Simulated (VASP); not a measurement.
Input of a VASP 6.6.1 run:

The input INCAR:

```
SYSTEM = CdS
PREC = Accurate ; ENCUT = 500
EDIFF = 1E-6 ; ISMEAR = -1
SIGMA = 0.1 ; LREAL = .FALSE.
LASPH = .TRUE. ; NELM = 120
ALGO = Normal ; ISIF = 2
LWAVE = .FALSE. ; LCHARG = .FALSE.
GGA = PS ; NBANDS = 26
GGA_COMPAT = .FALSE.
```

Contents of KPOINTS:

```
Automatic mesh
0
G
  8 6 8
  0 0 0
```

The input POSCAR:

```
CdS
1.0
    3.8984400000      0.0000000000      0.0000000000
    0.0000000000      5.5114900000      0.0000000000
    0.0000000000      0.0000000000      3.8981000000
Cd S
2 2
Direct
    0.5000000000      0.5000000000      0.2430300000
    0.0000000000      0.0000000000      0.7569700000
    0.5000000000      0.0000000000      0.2551600000
    0.0000000000      0.5000000000      0.7448400000
```

Potentials or basis: VASP PAW PBE potentials, release 64 (Cd, S).

Launch:

```sh
$ cat potpaw_PBE.64/Cd/POTCAR potpaw_PBE.64/S/POTCAR > POTCAR
$ mpirun -np 1 vasp_std > vasp.out
```

Question: Predict the pressure.

Answer: -4.2 GPa.

Question: What does it give for the largest force?

Answer: 0.029 eV/Å.

Forces on the atoms (eV/Å):
```
Cd   0.000  0.000  0.019
Cd   0.000  0.000 -0.019
S    0.000  0.000 -0.029
S    0.000  0.000  0.029
```

Caveat: the PAW data sets were made with another functional, which shifts forces and pressure a little.
